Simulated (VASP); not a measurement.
Set up this calculation in VASP 6.6.1, as the native input.

| Quantity | Value |
| --- | --- |
| Task | single point |
| Functional | PBE |
| Potentials or basis | VASP PAW PBE potentials, release 64 (Cu) |
| Cutoff | 520 eV |
| k mesh | 20 × 20 × 20 |
| Occupations | gaussian, width 0.15 eV |
| Spin | no spin polarisation |
| Dipole correction | no |
| Further INCAR settings | ALGO = Fast; EDIFF = 1e-06; NBANDS = 12 |

The structure of Cu lies in POSCAR:

```
Cu
1.0
   -0.0846373860      1.8143062373      1.8143062373
    1.8143062373     -0.0846373860      1.8143062373
    1.7296688513      1.7296688513      0.0000000000
Cu
1
Direct
    0.0000000000      0.0000000000      0.0000000000
```

This cell differs from its parent crystal: engineering shear strain xy -0.0933, strain +e along x and -e along y +0.0000.

These files were run (other wordings do the same):

INCAR

```
SYSTEM = Cu
ALGO = Fast ; EDIFF = 1E-6
ENCUT = 520 ; GGA = PE
ISIF = 2 ; ISMEAR = 0
LASPH = .True. ; LCHARG = .False.
LREAL = .False. ; LWAVE = .False.
NBANDS = 12 ; NELM = 60
PREC = Accurate ; SIGMA = 0.15
```

KPOINTS

```
k-points
0
Gamma
  20 20 20
  0 0 0
```

Potentials or basis: VASP PAW PBE potentials, release 64 (Cu).

The run is started by

```bash
$ cat potpaw_PBE.64/Cu/POTCAR > POTCAR
$ mpirun -np 1 vasp_std > vasp.out
```

It gave:

| Quantity | Value |
| --- | --- |
| Pressure | 2.1 GPa |

Caveat: the cell differs from its parent crystal (engineering shear strain xy -0.0933, strain +e along x and -e along y +0.0000).

Run time: 2.3 min on 1 thread of Intel Xeon 6975P-C (shared host), peak memory 0.26 GiB.
